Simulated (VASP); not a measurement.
# K: single point with r2SCAN

K:

```
K
1.0
     0.00000    3.37307    3.37307
     3.37307    0.00000    3.37307
     3.37307    3.37307    0.00000
K
1
Direct
  0.00000 0.00000 0.00000
```

This isn't the form of K at room conditions, which is bcc.

```
Program             : VASP 6.6.1
Task                : single point
Functional          : r2SCAN
Potentials or basis : VASP PAW PBE potentials, release 64 (K_sv)
Cutoff              : 520 eV
k mesh              : 12 × 12 × 12
Occupations         : gaussian, width 0.1 eV
Spin                : no spin polarisation
```

```
Pressure               : 0.0 GPa
Band gap on the k mesh : zero (an odd number of electrons rules out a gap without spin polarisation)
```

Levels at points of the mesh, in eV from the Fermi level:
```tsv
k point	band 3	band 4	band 5	band 6	band 7	band 8
(0.00, 0.00, 0.00)	-16.33	-16.33	-2.23	4.63	4.63	4.63
(0.50, 0.00, 0.00)	-16.34	-16.34	0.47	0.49	4.39	4.39
(0.50, 0.50, 0.00)	-16.35	-16.35	1.04	1.39	2.58	5.23
```

It took 77 s on 1 thread of Intel(R) Xeon(R) 6975P-C (Granite Rapids), with other jobs on the host, peak memory 0.24 GiB.

Caveat: the PAW data sets were made with another functional, which shifts forces and pressure a little.
